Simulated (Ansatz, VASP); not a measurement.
Two plane-wave programs on Ir

```
CELL_PARAMETERS angstrom
0.00000 1.91970 1.91970
1.91970 0.00000 1.91970
1.91970 1.91970 0.00000
ATOMIC_POSITIONS crystal
Ir 0.00000 0.00000 0.00000
```

Alike in both runs: task relaxation of cell and atoms; functional LDA; k mesh 18 × 18 × 18; occupations gaussian, width 0.1 eV; no spin polarisation.

|  | VASP | Ansatz |
| --- | --- | --- |
| version | VASP 6.6.1 | Ansatz 0.2.0 |
| potentials or method | VASP PAW LDA potentials, release 64 (Ir), cutoff 600 eV | scalar-relativistic, plane waves, PAW |
| valence electrons in the cell | 9 | 17 |

Ansatz gave:

| Property | Result |
| --- | --- |
| gap on the k mesh at the Fermi level, each at its own relaxed structure (eV) | none |
| relaxed volume (Å³/atom) | 13.84 |
| relaxed cell length with the largest relative difference (Å) | 2.695 |

Q: What did VASP give for the same quantities?

A: gap on the k mesh at the Fermi level, each at its own relaxed structure (eV): none; relaxed volume (Å³/atom): 13.93; relaxed cell length with the largest relative difference (Å): 2.701.

Ansatz warns that its potentials were made for another functional, while VASP's fit it. LDA's correlation is that of Perdew and Zunger in VASP and of Perdew and Wang (1992) in Ansatz. A gap of «none» marks a metal or a gap that the smearing closes. VASP's potentials hold 9 valence electrons a cell and Ansatz's 17, so a difference there can come from the potentials and not from the codes.

Spin-orbit coupling is off throughout.
